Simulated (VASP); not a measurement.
# Al (R-3m) in VASP: further runs

The runs below take Al through single point, with PBE.

Program: VASP 6.6.1. These are calculated values, not measurements. Logs are shortened: lines on timing, memory, paths and dates and some standing lists are left out, and cuts for length are marked.

### Step 1. The cell of the first run

Symmetry: R-3m, No. 166, trigonal system. Conventional cell: a = 5.045 Å, b = 5.045 Å, c = 2.193 Å, α = 90.00°, β = 90.00°, γ = 120.00°. Within 2.9 Å of Al (site symmetry -3m) lie 2 Al at 2.19 Å.

### Step 2. Single point, PBE

File INCAR:

```
PREC = Accurate ; ENCUT = 520
EDIFF = 1E-6 ; ISMEAR = 0
SIGMA = 0.15 ; LREAL = False
LASPH = True ; NELM = 60
ALGO = Fast ; ISIF = 2
LWAVE = False ; LCHARG = True
GGA = PE ; LELF = True
LVHAR = True ; NBANDS = 8
```

File KPOINTS:

```
Automatic mesh
0
Gamma
  24 24 24
```

File POSCAR:

```
Al
1.0
   -1.9560730289      1.6112334068      1.6112334068
    1.6112334068     -1.9560730289      1.6112334068
    1.6112334068      1.6112334068     -1.9560730289
Al
1
Direct
    0.0000000000      0.0000000000      0.0000000000
```

Potentials or basis: VASP PAW PBE potentials, release 64 (Al).

Command:

```sh
> cat potpaw_PBE.64/Al/POTCAR > POTCAR
> mpirun -np 1 vasp_std > vasp.out
```

OUTCAR:

```text
PREC = Accurate
   ENCUT = 520
   EDIFF = 1E-6
   ISMEAR = 0
   LREAL = False
   LASPH = True
   NELM = 60
   ISIF = 2
   GGA = PE

 ion  position               nearest neighbor table
   1  0.000  0.000  0.000-

  LATTYP: Found a trigonal (rhomboedric) cell.
 ALAT       =     3.0030597524
 COS(alpha) =    -0.4110840653

  Lattice vectors:

 A1 = (  -1.9560730289,   1.6112334068,   1.6112334068)
 A2 = (   1.6112334068,  -1.9560730289,   1.6112334068)
 A3 = (   1.6112334068,   1.6112334068,  -1.9560730289)

Analysis of symmetry for initial positions (statically):
=====================================================================
 Subroutine PRICEL returns:
 Original cell was already a primitive cell.

 Routine SETGRP: Setting up the symmetry group for a
 trigonal (rhombohedral) supercell.

 Subroutine GETGRP returns: Found 12 space group operations
 (whereof 12 operations were pure point group operations)
 out of a pool of 12 trial point group operations.

The static configuration has the point symmetry D_3d.

Analysis of symmetry for dynamics (positions and initial velocities):
=====================================================================
 Subroutine PRICEL returns:
 Original cell was already a primitive cell.

 Routine SETGRP: Setting up the symmetry group for a
 trigonal (rhombohedral) supercell.

 Subroutine GETGRP returns: Found 12 space group operations
 (whereof 12 operations were pure point group operations)
 out of a pool of 12 trial point group operations.

The dynamic configuration has the point symmetry D_3d.

 Subroutine INISYM returns: Found 12 space group operations
 (whereof 12 operations are pure point group operations),
 and found     1 'primitive' translations

----------------------------------------------------------------------------------------

                                     Primitive cell

  volume of cell :      16.1157

  direct lattice vectors                    reciprocal lattice vectors
    -1.956073029  1.611233407  1.611233407     0.076332234  0.356655783  0.356655783
     1.611233407 -1.956073029  1.611233407     0.356655783  0.076332234  0.356655783
     1.611233407  1.611233407 -1.956073029     0.356655783  0.356655783  0.076332234

  length of vectors
     3.003059752  3.003059752  3.003059752     0.510130674  0.510130674  0.510130674

  position of ions in fractional coordinates (direct lattice)
     0.000000000  0.000000000  0.000000000

  ion indices of the primitive-cell ions
   primitive index   ion index
                 1           1

----------------------------------------------------------------------------------------

 KPOINTS: Automatic mesh

Automatic generation of k-mesh.
 Grid dimensions read from file:
 generate k-points for:   24   24   24

 Generating k-lattice:

  Cartesian coordinates                     Fractional coordinates (reciprocal lattice)
     0.003180510  0.014860658  0.014860658     0.041666667  0.000000000  0.000000000
     0.014860658  0.003180510  0.014860658     0.000000000  0.041666667  0.000000000
     0.014860658  0.014860658  0.003180510     0.000000000  0.000000000  0.041666667

  Length of vectors
     0.021255445  0.021255445  0.021255445

  Shift w.r.t. Gamma in fractional coordinates (k-lattice)
     0.000000000  0.000000000  0.000000000

 Subroutine IBZKPT returns following result:
 ===========================================

 Found   1313 irreducible k-points:

 Following reciprocal coordinates:
            Coordinates               Weight
  0.000000  0.000000  0.000000      1.000000
  0.041667 -0.000000 -0.000000      6.000000
  0.083333 -0.000000  0.000000      6.000000
  0.125000  0.000000  0.000000      6.000000
  0.166667  0.000000  0.000000      6.000000
  0.208333 -0.000000 -0.000000      6.000000
[... 16 lines left out ...]
  0.416667  0.041667  0.000000     12.000000
  0.458333  0.041667  0.000000     12.000000
 [... further k-points ...]
   k-points           NKPTS =   1313   k-points in BZ     NKDIM =   1313   number of bands    NBANDS=      8
   number of dos      NEDOS =    301   number of ions     NIONS =      1
   total plane-waves  NPLWV =  13824
   dimension x,y,z NGX =    24 NGY =   24 NGZ =   24
   dimension x,y,z NGXF=    48 NGYF=   48 NGZF=   48
   ions per type =               1
   NGX,Y,Z   is equivalent  to a cutoff of  13.29, 13.29, 13.29 a.u.
   NGXF,Y,Z  is equivalent  to a cutoff of  26.57, 26.57, 26.57 a.u.
 SYSTEM =  unknown system
   PREC   = accura    normal or accurate (medium, high low for compatibility)
   ISTART =      0    job   : 0-new  1-cont  2-samecut
   ICHARG =      2    charge: 1-file 2-atom 10-const
   ISPIN  =      1    spin polarized calculation?
   LNONCOLLINEAR =      F non collinear calculations
   LSORBIT =      F    spin-orbit coupling
   LASPH  =      T    aspherical Exc in radial PAW
   ENCUT  =  520.0 eV  38.22 Ry    6.18 a.u.   5.58  5.58  5.58*2*pi/ulx,y,z
   NELM   =     60;   NELMIN=  2; NELMDL= -5     # of ELM steps
   EDIFF  = 0.1E-05   stopping-criterion for ELM
   LREAL  =      F    real-space projection
   EDIFFG = 0.1E-04   stopping-criterion for IOM
   NSW    =      0    number of steps for IOM
   IBRION =     -1    ionic relax: 0-MD 1-quasi-New 2-CG
   NFREE  =      0    steps in history (QN), initial steepest desc. (CG)
   ISIF   =      2    stress and relaxation
   ISYM   =      2    0-nonsym 1-usesym 2-fastsym
   POTIM  = 0.5000    time-step for ionic-motion
   TEBEG  =    0.0;   TEEND  =   0.0 temperature during run
   PSTRESS=    0.0 pullay stress
   NELECT =       3.0000    total number of electrons
   NUPDOWN=      -1.0000    fix difference up-down
   EMIN   =  10.00;   EMAX   =-10.00  energy-range for DOS
   EFERMI =   0.00;   METHOD = LEGACY
   ISMEAR =     0;   SIGMA  =   0.15  broadening in eV -4-tet -1-fermi 0-gaus
   EFERMI_NEDOS =   21; number of points for ismear=-14 and -15
   IALGO  =     68    algorithm
   IMIX   =      4    mixing-type and parameters
     AMIX     =   0.40;   BMIX     =  1.00
     AMIX_MAG =   1.60;   BMIX_MAG =  1.00
  volume/ion in A,a.u.               =      16.12       108.75
  Fermi-wavevector in a.u.,A,eV,Ry     =   0.934757  1.766435 11.888371  0.873771
  Thomas-Fermi vector in A             =   2.061595
   LORBIT       =      0    0 simple, 1 ext, 2 COOP (PROOUT), +10 PAW based schemes
   GGA     = PE    functional components
   LHFCALC =     F    Hartree Fock is set to
   AEXX    =    0.0000 exact exchange contribution
   IVDW    =     0    specifies the selected vdW correction
   LEPSILON=     F    determine dielectric tensor
   LRPA    =     F    only Hartree local field effects (RPA)
 non-spin polarized calculation
 RMM-DIIS sequential band-by-band and
 Gauss-broadening in eV      SIGMA  =   0.15
  energy-cutoff  :      520.00
  volume of cell :       16.12
 maximum number of plane-waves:       450
   NGX = 11   NGY = 11   NGZ = 11

 number of electron       3.0000000 magnetization

 Free energy of the ion-electron system (eV)
  ---------------------------------------------------
  ext. energy  EPLUGINS =         0.00000000
  ---------------------------------------------------
  free energy    TOTEN  =        -2.89891526 eV

  energy without entropy =       -2.89336779  energy(sigma->0) =       -2.89614153

 E-fermi :   8.1313     XC(G=0): -10.2104

 val. band max:        8.1249084083   @ k =  -0.3750   0.2500   0.2083
 cond. band min:       8.1330762769   @ k =  -0.2917   0.5000   0.1250
 fundamental gap:      0.0081678686
 Fermi energy:         8.1313400558

 k-point     1 :       0.0000    0.0000    0.0000
  band No.  band energies     occupation
      1      -3.0995      2.00000
      2      17.4033      0.00000
      3      17.4033      0.00000
      4      18.1101      0.00000
      5      18.5937      0.00000
      6      18.5937      0.00000
      7      22.3750      0.00000
      8      32.2181      0.00000

 k-point     2 :       0.0417   -0.0000   -0.0000
  band No.  band energies     occupation
      1      -3.0329      2.00000
      2      16.9794      0.00000
      3      17.2670      0.00000
      4      18.3275      0.00000
      5      18.6804      0.00000
      6      18.8960      0.00000
      7      22.6054      0.00000
      8      30.7590      0.00000

 k-point     3 :       0.0833   -0.0000    0.0000
  band No.  band energies     occupation
      1      -2.8332      2.00000
      2      16.3662      0.00000
      3      16.9521      0.00000
      4      18.4602      0.00000
      5      18.8966      0.00000
      6      19.6423      0.00000
      7      23.2448      0.00000
      8      28.4066      0.00000

 k-point     4 :       0.1250    0.0000    0.0000
  band No.  band energies     occupation
      1      -2.5013      2.00000
      2      15.7954      0.00000
      3      16.5911      0.00000
      4      18.5493      0.00000
      5      19.2068      0.00000
      6      20.4873      0.00000
      7      24.1895      0.00000
      8      26.0748      0.00000

 k-point     5 :       0.1667    0.0000    0.0000
  band No.  band energies     occupation
      1      -2.0387      2.00000
      2      15.2838      0.00000
      3      16.2603      0.00000
      4      18.5324      0.00000
      5      19.6105      0.00000
      6      21.3270      0.00000
      7      23.9474      0.00000
      8      25.2908      0.00000
[... 177 lines left out ...]
 k-point    22 :       0.3750    0.0417   -0.0000
  band No.  band energies     occupation
      1       2.9588      2.00000
      2       9.9655      0.00000
      3      15.7739      0.00000
      4      16.9335      0.00000
      5      18.0091      0.00000
      6      18.8908      0.00000
      7      23.5921      0.00000
      8      26.4560      0.00000

 k-point    23 :       0.4167    0.0417    0.0000
  band No.  band energies     occupation
      1       4.1396      2.00000
      2       8.4625      0.00180
      3      15.4927      0.00000
      4      16.7333      0.00000
      5      17.8763      0.00000
      6      18.7029      0.00000
      7      24.4721      0.00000
      8      27.6475      0.00000

 k-point    24 :       0.4583    0.0417    0.0000
  band No.  band energies     occupation
      1       5.1258      2.00000
      2       7.3180      2.00000
      3      15.1765      0.00000
      4      16.3340      0.00000
      5      18.0396      0.00000
      6      18.9057      0.00000
      7      25.0550      0.00000
      8      28.3810      0.00000

 [... further k-points ...]
[... 5 lines left out ...]
  --------------------------------------------------------------------------------------
  -------------------------------------------------------------------------------------
  Total        2.5056340      2.5056340      2.5056340      2.8074673      2.8074673      2.8074673
  in kB      249.1027967    249.1027967    249.1027967    279.1101870    279.1101870    279.1101870
  external PRESSURE =     249.1027967 kB  Pullay stress =       0.0000000 kB

 VOLUME and BASIS-vectors are now :
 -----------------------------------------------------------------------------
  energy-cutoff  :      520.00
  volume of cell :       16.12
      direct lattice vectors                 reciprocal lattice vectors
    -1.956073029  1.611233407  1.611233407     0.076332234  0.356655783  0.356655783
     1.611233407 -1.956073029  1.611233407     0.356655783  0.076332234  0.356655783
     1.611233407  1.611233407 -1.956073029     0.356655783  0.356655783  0.076332234

 POSITION                                       TOTAL-FORCE (eV/Angst)
 -----------------------------------------------------------------------------------
      0.00000      0.00000      0.00000        -0.000000      0.000000      0.000000
 -----------------------------------------------------------------------------------
    total drift:                                0.000000      0.000000      0.000000

  FREE ENERGIE OF THE ION-ELECTRON SYSTEM (eV)
  ---------------------------------------------------
  free  energy   TOTEN  =        -2.8989152649 eV

  energy  without entropy=       -2.8933677940  energy(sigma->0) =       -2.89614153
```

Wall time 4.7 min (1 thread of AMD EPYC 7R13, shared host); peak memory 0.23 GiB.

What came out:

```
Free energy : -2.8989 eV
Pressure    : 24.9 GPa
```

Levels at points of the mesh, in eV from the Fermi level:
```
           k point  band 1  band 2  band 3  band 4  band 5
(0.00, 0.00, 0.00)  -11.23    9.27    9.27    9.98   10.46
(0.50, 0.00, 0.00)   -2.94   -0.95    7.45    8.35    9.89
(0.50, 0.50, 0.00)   -5.91   -5.18    4.82    5.80   17.71
(0.50, 0.50, 0.50)    0.41    3.67    3.67    4.01    4.01
```

(Continued in part 2 of 2.)
